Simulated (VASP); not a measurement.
Re, 1 atom in the cell. The structure is tetragonal, space group I4/mmm (No. 139). The conventional cell has a = 2.819 Å, b = 2.819 Å, c = 3.596 Å, α = 90.00°, β = 90.00°, γ = 90.00°. Re (site symmetry 4/mmm) has 12 Re at 2.68 to 2.82 Å within 3.5 Å.  This cell differs from its parent crystal: volume 14.286 Å^3 an atom, c/a of the conventional cell 0.9022.

```yaml
Program: VASP 6.6.1
Task: single point
Functional: PBE
Potentials_or_basis: VASP PAW PBE potentials, release 64 (Re)
Cutoff: 520 eV
k_mesh: 10 × 10 × 10
Occupations: gaussian, width 0.15 eV
Spin: no spin polarisation
Dipole_correction: no
Further_INCAR_settings: ALGO = Normal; EDIFF = 1e-07; NBANDS = 10
```

Potentials or basis: VASP PAW PBE potentials, release 64 (Re).

The run is started by

```console
$ cat potpaw_PBE.64/Re/POTCAR > POTCAR
$ mpirun -np 1 vasp_std > vasp.out
```

Hardware: 1 thread of Intel Xeon 6975P-C (shared host).

Q: Estimate the wall time of this run.

A: It took 12 s on 1 thread of Intel Xeon 6975P-C (shared host), peak memory 0.14 GiB. Counts: scf iterations 11, k points 102.
